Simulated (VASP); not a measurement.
A run of VASP 6.6.1 is set up as follows.

File POSCAR:

```
W
1.0
   -1.4199873483      1.4199873483      1.4199873483
    1.4199873483     -1.4199873483      1.4199873483
    1.4199873483      1.4199873483     -1.4199873483
W
1
Direct
    0.0000000000      0.0000000000      0.0000000000
```

File INCAR.step1:

```
SYSTEM = W
ALGO     = Normal         ! electronic algorithm
EDIFF    = 1E-5           ! SCF threshold, eV
ENCUT    = 550            ! plane-wave cutoff, eV
GGA      = PE             ! functional
GGA_COMPAT= .FALSE.      
ISMEAR   = -1             ! smearing method
LASPH    = .TRUE.         ! aspherical terms in the spheres
LCHARG   = .FALSE.        ! write CHGCAR
LREAL    = .FALSE.        ! projectors in reciprocal space
LWAVE    = .TRUE.         ! write WAVECAR
NBANDS   = 13             ! bands
NELM     = 120            ! most SCF steps
PREC     = Accurate       ! precision mode
SIGMA    = 0.08           ! smearing width, eV
```

INCAR.step2

```
SYSTEM = W
ALGO     = Normal         ! electronic algorithm
EDIFF    = 1E-6           ! SCF threshold, eV
ENCUT    = 550            ! plane-wave cutoff, eV
GGA_COMPAT= .FALSE.      
ISIF     = 2              ! what is computed and relaxed
ISMEAR   = -1             ! smearing method
ISTART   = 1            
LASPH    = .TRUE.         ! aspherical terms in the spheres
LCHARG   = .FALSE.        ! write CHGCAR
LMIXTAU  = .TRUE.       
LREAL    = .FALSE.        ! projectors in reciprocal space
LWAVE    = .FALSE.        ! write WAVECAR
METAGGA  = R2SCAN         ! meta-GGA
NBANDS   = 13             ! bands
NELM     = 120            ! most SCF steps
PREC     = Accurate       ! precision mode
SIGMA    = 0.08           ! smearing width, eV
```

The input KPOINTS:

```
k-points
0
G
  19 19 19
  0 0 0
```

Potentials or basis: VASP PAW PBE potentials, release 64 (W_sv).

Run with:

```sh
$ cat potpaw_PBE.64/W_sv/POTCAR > POTCAR
$ cp INCAR.step1 INCAR
$ mpirun -np 1 vasp_std > vasp.out
$ cp INCAR.step2 INCAR
$ mpirun -np 1 vasp_std > vasp.out
```

(1) Estimate the pressure.

(2) Estimate the band gap on the k mesh.

## Answers

(1) 208.6 GPa.

(2) zero (band 7 reaches 24.19 eV, above the bottom of band 8 at 14.57 eV).

Caveat: the PAW data sets were made with another functional, which shifts forces and pressure a little; spin-orbit coupling is left out, which moves the levels of the heavy elements.
